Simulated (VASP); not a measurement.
AlAu, 2 atoms in the cell. The structure is cubic, space group Pm-3m (No. 221). Conventional cell: a = 3.193 Å, b = 3.193 Å, c = 3.193 Å, α = 90.00°, β = 90.00°, γ = 90.00°. Al (site symmetry m-3m) has 8 Au at 2.77 Å and 6 Al at 3.19 Å within 3.6 Å. Au (site symmetry m-3m) has 8 Al at 2.77 Å and 6 Au at 3.19 Å within 3.6 Å. 

* Program: VASP 6.6.1
* Task: single point
* Functional: PBEsol
* Potentials or basis: VASP PAW PBE potentials, release 64 (Al, Au)
* Cutoff: 520 eV
* k mesh: 8 × 8 × 8
* Occupations: gaussian, width 0.1 eV
* Spin: no spin polarisation
* Dipole correction: no
* Further INCAR settings: ALGO = Normal; EDIFF = 1e-07; NBANDS = 14

Potentials or basis: VASP PAW PBE potentials, release 64 (Al, Au).

Command:

```bash
$ cat potpaw_PBE.64/Al/POTCAR potpaw_PBE.64/Au/POTCAR > POTCAR
$ mpirun -np 1 vasp_std > vasp.out
```

Hardware: 1 thread of AMD EPYC 7R13, on a shared host.

Problem. How long does it take, and how much memory?

Solution. It took 32 s on 1 thread of AMD EPYC 7R13 (shared host), peak memory 0.15 GiB. Counts: scf iterations 14, k points 35.
